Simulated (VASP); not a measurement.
# Co (R-3m) in VASP: single point with r2SCAN

Aim: the single point of Co with r2SCAN.

Program: VASP 6.6.1. These are calculated values, not measurements. Logs are shortened: lines on timing, memory, paths and dates and some standing lists are left out, and cuts for length are marked.

**1. The cell of the first run**

It takes space group R-3m (No. 166, trigonal). The conventional cell has a = 2.480 Å, b = 2.480 Å, c = 18.140 Å, α = 90.00°, β = 90.00°, γ = 120.00°. Co (site symmetry -3m) has 12 Co at 2.47 to 2.48 Å within 3.3 Å. Within 3.3 Å of Co (site symmetry 3m) lie 12 Co at 2.47 to 2.48 Å.

**2. Single point, r2SCAN, collinear spin, ferromagnetic start**

File POSCAR:

```
Co
1.0
    1.2398641926      0.7158359253      6.0465307695
   -1.2398641926      0.7158359253      6.0465307695
    0.0000000000     -1.4316718508      6.0465307695
Co
3
Direct
    0.0000000000      0.0000000000      0.0000000000
    0.2225890362      0.2225890362      0.2225890362
    0.7774109638      0.7774109638      0.7774109638
```

File INCAR.step1:

```
SYSTEM = Co
PREC = Accurate ; ENCUT = 520
ISMEAR = 0 ; SIGMA = 0.1
LREAL = .False. ; LASPH = .True.
NELM = 150 ; ISPIN = 2
MAGMOM = 2.27 2.29 2.29 ; LMAXMIX = 4
NBANDS = 24 ; GGA = PE
ALGO = Normal ; EDIFF = 1E-4
LWAVE = .True. ; LCHARG = .False.
```

File INCAR.step2:

```
SYSTEM = Co
PREC = Accurate ; ENCUT = 520
EDIFF = 1E-7 ; ISMEAR = 0
SIGMA = 0.1 ; LREAL = .False.
LASPH = .True. ; NELM = 150
ALGO = Normal ; ISIF = 2
LWAVE = .False. ; LCHARG = .False.
ISPIN = 2 ; MAGMOM = 2.27 2.29 2.29
LORBIT = 11 ; LMAXMIX = 4
METAGGA = R2SCAN ; LMIXTAU = .True.
NBANDS = 24 ; ISTART = 1
```

File KPOINTS:

```
Automatic mesh
0
Gamma
  9 9 9
  0 0 0
```

Potentials or basis: VASP PAW PBE potentials, release 64 (Co).

On the command line:

```bash
> cat potpaw_PBE.64/Co/POTCAR > POTCAR
> cp INCAR.step1 INCAR
> mpirun -np 1 vasp_std > vasp.out
> cp INCAR.step2 INCAR
> mpirun -np 1 vasp_std > vasp.out
```

OUTCAR:

```text
SYSTEM = Co
   PREC = Accurate
   ENCUT = 520
   EDIFF = 1E-7
   ISMEAR = 0
   LREAL = .False.
   LASPH = .True.
   NELM = 150
   ISIF = 2
   ISPIN = 2
   LORBIT = 11
   METAGGA = R2SCAN
   ISTART = 1

 ion  position               nearest neighbor table
   1  0.000  0.000  0.000-   3 2.47   3 2.47   2 2.47   2 2.47   3 2.47   2 2.47
   2  0.223  0.223  0.223-   1 2.47   1 2.47   1 2.47   3 2.48   3 2.48   3 2.48
   3  0.777  0.777  0.777-   1 2.47   1 2.47   1 2.47   2 2.48   2 2.48   2 2.48

  LATTYP: Found a trigonal (rhomboedric) cell.
 ALAT       =     6.2137121461
 COS(alpha) =     0.9203701367

  Lattice vectors:

 A1 = (   1.2398641926,   0.7158359253,   6.0465307695)
 A2 = (  -1.2398641926,   0.7158359253,   6.0465307695)
 A3 = (   0.0000000000,  -1.4316718508,   6.0465307695)

Analysis of symmetry for initial positions (statically):
=====================================================================
 Subroutine PRICEL returns:
 Original cell was already a primitive cell.

 Routine SETGRP: Setting up the symmetry group for a
 trigonal (rhombohedral) supercell.

 Subroutine GETGRP returns: Found 12 space group operations
 (whereof 12 operations were pure point group operations)
 out of a pool of 12 trial point group operations.

The static configuration has the point symmetry D_3d.

Analysis of symmetry for dynamics (positions and initial velocities):
=====================================================================
 Subroutine PRICEL returns:
 Original cell was already a primitive cell.

 Routine SETGRP: Setting up the symmetry group for a
 trigonal (rhombohedral) supercell.

 Subroutine GETGRP returns: Found 12 space group operations
 (whereof 12 operations were pure point group operations)
 out of a pool of 12 trial point group operations.

The dynamic configuration has the point symmetry D_3d.

Analysis of structural, dynamic, and magnetic symmetry:
=====================================================================
 Subroutine PRICEL returns:
 Original cell was already a primitive cell.

 Routine SETGRP: Setting up the symmetry group for a
 trigonal (rhombohedral) supercell.

 Subroutine GETGRP returns: Found 12 space group operations
 (whereof 12 operations were pure point group operations)
 out of a pool of 12 trial point group operations.

The overall configuration has the point symmetry D_3d.

 Subroutine INISYM returns: Found 12 space group operations
 (whereof 12 operations are pure point group operations),
 and found     1 'primitive' translations

----------------------------------------------------------------------------------------

                                     Primitive cell

  volume of cell :      32.1992

  direct lattice vectors                    reciprocal lattice vectors
     1.239864193  0.715835925  6.046530770     0.403269973  0.232828028  0.055128031
    -1.239864193  0.715835925  6.046530770    -0.403269973  0.232828028  0.055128031
     0.000000000 -1.431671851  6.046530770     0.000000000 -0.465656055  0.055128031

  length of vectors
     6.213712146  6.213712146  6.213712146     0.468907946  0.468907946  0.468907946

  position of ions in fractional coordinates (direct lattice)
     0.000000000  0.000000000  0.000000000
     0.222589036  0.222589036  0.222589036
     0.777410964  0.777410964  0.777410964

  ion indices of the primitive-cell ions
   primitive index   ion index
                 1           1
                 2           2
                 3           3

----------------------------------------------------------------------------------------

 KPOINTS: Automatic mesh

Automatic generation of k-mesh.
 Grid dimensions read from file:
 generate k-points for:    9    9    9

 Generating k-lattice:

  Cartesian coordinates                     Fractional coordinates (reciprocal lattice)
     0.044807775  0.025869781  0.006125337     0.111111111 -0.000000000  0.000000000
    -0.044807775  0.025869781  0.006125337    -0.000000000  0.111111111  0.000000000
     0.000000000 -0.051739562  0.006125337     0.000000000  0.000000000  0.111111111

  Length of vectors
     0.052100883  0.052100883  0.052100883

  Shift w.r.t. Gamma in fractional coordinates (k-lattice)
     0.000000000  0.000000000  0.000000000

 Subroutine IBZKPT returns following result:
 ===========================================

 Found     85 irreducible k-points:

 Following reciprocal coordinates:
            Coordinates               Weight
  0.000000  0.000000  0.000000      1.000000
  0.111111  0.000000  0.000000      6.000000
  0.222222  0.000000  0.000000      6.000000
  0.333333  0.000000  0.000000      6.000000
  0.444444  0.000000  0.000000      6.000000
  0.111111  0.111111  0.000000      6.000000
[... 16 lines left out ...]
 -0.333333  0.333333  0.000000      6.000000
  0.444444  0.444444  0.000000      6.000000
 [... further k-points ...]
   k-points           NKPTS =     85   k-points in BZ     NKDIM =     85   number of bands    NBANDS=     24
   number of dos      NEDOS =    301   number of ions     NIONS =      3
   total plane-waves  NPLWV = 110592
   dimension x,y,z NGX =    48 NGY =   48 NGZ =   48
   dimension x,y,z NGXF=    96 NGYF=   96 NGZF=   96
   ions per type =               3
   NGX,Y,Z   is equivalent  to a cutoff of  12.84, 12.84, 12.84 a.u.
   NGXF,Y,Z  is equivalent  to a cutoff of  25.68, 25.68, 25.68 a.u.
 SYSTEM =  Co
   PREC   = accura    normal or accurate (medium, high low for compatibility)
   ISTART =      1    job   : 0-new  1-cont  2-samecut
   ICHARG =      0    charge: 1-file 2-atom 10-const
   ISPIN  =      2    spin polarized calculation?
   LNONCOLLINEAR =      F non collinear calculations
   LSORBIT =      F    spin-orbit coupling
   LASPH  =      T    aspherical Exc in radial PAW
   ENCUT  =  520.0 eV  38.22 Ry    6.18 a.u.  11.55 11.55 11.55*2*pi/ulx,y,z
   NELM   =    150;   NELMIN=  2; NELMDL=  0     # of ELM steps
   EDIFF  = 0.1E-06   stopping-criterion for ELM
   LREAL  =      F    real-space projection
   EDIFFG = 0.1E-05   stopping-criterion for IOM
   NSW    =      0    number of steps for IOM
   IBRION =     -1    ionic relax: 0-MD 1-quasi-New 2-CG
   NFREE  =      0    steps in history (QN), initial steepest desc. (CG)
   ISIF   =      2    stress and relaxation
   ISYM   =      2    0-nonsym 1-usesym 2-fastsym
   POTIM  = 0.5000    time-step for ionic-motion
   TEBEG  =    0.0;   TEEND  =   0.0 temperature during run
   PSTRESS=    0.0 pullay stress
   NELECT =      27.0000    total number of electrons
   NUPDOWN=      -1.0000    fix difference up-down
   EMIN   =  10.00;   EMAX   =-10.00  energy-range for DOS
   EFERMI =   0.00;   METHOD = LEGACY
   ISMEAR =     0;   SIGMA  =   0.10  broadening in eV -4-tet -1-fermi 0-gaus
   EFERMI_NEDOS =   21; number of points for ismear=-14 and -15
   IALGO  =     38    algorithm
   IMIX   =      4    mixing-type and parameters
     AMIX     =   0.40;   BMIX     =  1.00
     AMIX_MAG =   1.60;   BMIX_MAG =  1.00
  volume/ion in A,a.u.               =      10.73        72.43
  Fermi-wavevector in a.u.,A,eV,Ry     =   1.543764  2.917292 32.425524  2.383209
  Thomas-Fermi vector in A             =   2.649381
   LORBIT       =     11    0 simple, 1 ext, 2 COOP (PROOUT), +10 PAW based schemes
   METAGGA = R2SCAN    functional components
   LHFCALC =     F    Hartree Fock is set to
   AEXX    =    0.0000 exact exchange contribution
   IVDW    =     0    specifies the selected vdW correction
   LEPSILON=     F    determine dielectric tensor
   LRPA    =     F    only Hartree local field effects (RPA)
 spin polarized calculation
 Gauss-broadening in eV      SIGMA  =   0.10
  energy-cutoff  :      520.00
  volume of cell :       32.20
 maximum number of plane-waves:       885
 NGX is ok and might be reduce to    48
   NGX = 23   NGY = 23   NGZ = 23

 number of electron      26.9999996 magnetization       5.4588418

 Free energy of the ion-electron system (eV)
  ---------------------------------------------------
  ext. energy  EPLUGINS =         0.00000000
  ---------------------------------------------------
  free energy    TOTEN  =       -39.62765604 eV

  energy without entropy =      -39.61494874  energy(sigma->0) =      -39.62130239

 E-fermi :  10.5680     XC(G=0): -14.7521

 val. band max:       10.5648353694   @ k =  -0.3333   0.4444   0.1111
 cond. band min:      10.5812263139   @ k =  -0.3333  -0.3333   0.2222
 fundamental gap:      0.0163909445
 Fermi energy:        10.5679679840

 spin component 1

 k-point     1 :       0.0000    0.0000    0.0000
  band No.  band energies     occupation
      1       1.0260      1.00000
      2       4.2688      1.00000
      3       4.3143      1.00000
      4       6.9090      1.00000
      5       6.9090      1.00000
      6       7.0756      1.00000
[... 16 lines left out ...]
     23      35.7438      0.00000
     24      36.6789      0.00000

 k-point     2 :       0.1111    0.0000    0.0000
  band No.  band energies     occupation
      1       1.4811      1.00000
      2       4.5169      1.00000
      3       4.7077      1.00000
      4       6.5763      1.00000
      5       6.7254      1.00000
      6       6.9342      1.00000
[... 16 lines left out ...]
     23      33.5683      0.00000
     24      33.6101      0.00000
[... 565 lines left out ...]
     23      22.4979      0.00000
     24      23.8665      0.00000

 k-point    24 :       0.4444    0.4444    0.0000
  band No.  band energies     occupation
      1       4.5807      1.00000
      2       4.8906      1.00000
      3       5.1013      1.00000
      4       5.4027      1.00000
      5       6.1923      1.00000
      6       6.4129      1.00000
[... 16 lines left out ...]
     23      26.1108      0.00000
     24      26.2939      0.00000

 [... further k-points ...]

 spin component 2

 k-point     1 :       0.0000    0.0000    0.0000
  band No.  band energies     occupation
      1       0.5196      1.00000
      2       4.4498      1.00000
      3       4.4635      1.00000
      4       8.6451      1.00000
      5       8.6965      1.00000
      6       9.4190      1.00000
[... 16 lines left out ...]
     23      35.7062      0.00000
     24      37.5576      0.00000

 k-point     2 :       0.1111    0.0000    0.0000
  band No.  band energies     occupation
      1       0.9862      1.00000
      2       4.6179      1.00000
      3       5.0220      1.00000
      4       8.3748      1.00000
      5       8.4360      1.00000
      6       9.2179      1.00000
[... 16 lines left out ...]
     23      33.8290      0.00000
     24      34.3520      0.00000
[... 565 lines left out ...]
     23      23.2560      0.00000
     24      24.6580      0.00000

 k-point    24 :       0.4444    0.4444    0.0000
  band No.  band energies     occupation
      1       5.8788      1.00000
      2       6.1624      1.00000
      3       6.6913      1.00000
      4       7.0092      1.00000
      5       8.0619      1.00000
      6       8.3804      1.00000
[... 16 lines left out ...]
     23      26.5200      0.00000
     24      26.9785      0.00000

 [... further k-points ...]

------------------------ aborting loop because EDIFF is reached ----------------------------------------

  FORCE on cell =-STRESS in cart. coord.  units (eV):
  Direction    XX          YY          ZZ          XY          YZ          ZX
  --------------------------------------------------------------------------------------
  -------------------------------------------------------------------------------------
  Total       -0.0546882     -0.0546882     -0.0915344      0.0000000      0.0000000      0.0000000
  in kB       -2.7211891     -2.7211891     -4.5545960      0.0000000      0.0000000      0.0000000
  external PRESSURE =      -3.3323248 kB  Pullay stress =       0.0000000 kB

 VOLUME and BASIS-vectors are now :
 -----------------------------------------------------------------------------
  energy-cutoff  :      520.00
  volume of cell :       32.20
      direct lattice vectors                 reciprocal lattice vectors
     1.239864193  0.715835925  6.046530770     0.403269973  0.232828028  0.055128031
    -1.239864193  0.715835925  6.046530770    -0.403269973  0.232828028  0.055128031
     0.000000000 -1.431671851  6.046530770     0.000000000 -0.465656055  0.055128031

 POSITION                                       TOTAL-FORCE (eV/Angst)
 -----------------------------------------------------------------------------------
      0.00000      0.00000      0.00000         0.000000      0.000000     -0.000000
      0.00000     -0.00000      4.03767         0.000000      0.000000     -0.044442
      0.00000     -0.00000     14.10192         0.000000     -0.000000      0.044442
 -----------------------------------------------------------------------------------
    total drift:                                0.000000     -0.000000      0.000000

  FREE ENERGIE OF THE ION-ELECTRON SYSTEM (eV)
  ---------------------------------------------------
  free  energy   TOTEN  =       -39.6276560368 eV

  energy  without entropy=      -39.6149487391  energy(sigma->0) =      -39.62130239

 total charge

# of ion       s       p       d       tot
------------------------------------------
    1        0.521   0.579   7.222   8.323
    2        0.516   0.572   7.223   8.311
    3        0.516   0.572   7.223   8.311
--------------------------------------------------
tot          1.553   1.724  21.668  24.945

 magnetization (x)

# of ion       s       p       d       tot
------------------------------------------
    1       -0.006  -0.067   1.949   1.875
    2       -0.006  -0.070   1.952   1.875
    3       -0.006  -0.070   1.952   1.875
--------------------------------------------------
tot         -0.019  -0.206   5.852   5.626
```

Run time: 63 min. Hardware: 1 thread of AMD EPYC 7R43 (Zen 3), shared host; peak memory 0.47 GiB.

What came out:

```yaml
Free_energy: -39.6277 eV
Pressure: -0.3 GPa
Largest_force: 0.044 eV/Å
Net_moment: 5.46 μB per cell
Site_moments: Co +1.88 μB
Valence_electrons_inside_the_program's_atomic_spheres: Co 8.32, 8.31 (each value once)
```

Forces on the atoms (eV/Å):
```
Co   0.000  0.000  0.000
Co   0.000  0.000 -0.044
Co   0.000  0.000  0.044
```

Stress tensor (GPa, compression positive):
```
-0.27  0.00  0.00
 0.00 -0.27  0.00
 0.00  0.00 -0.46
```

Caveat: the PAW data sets were made with another functional, which shifts forces and pressure a little.
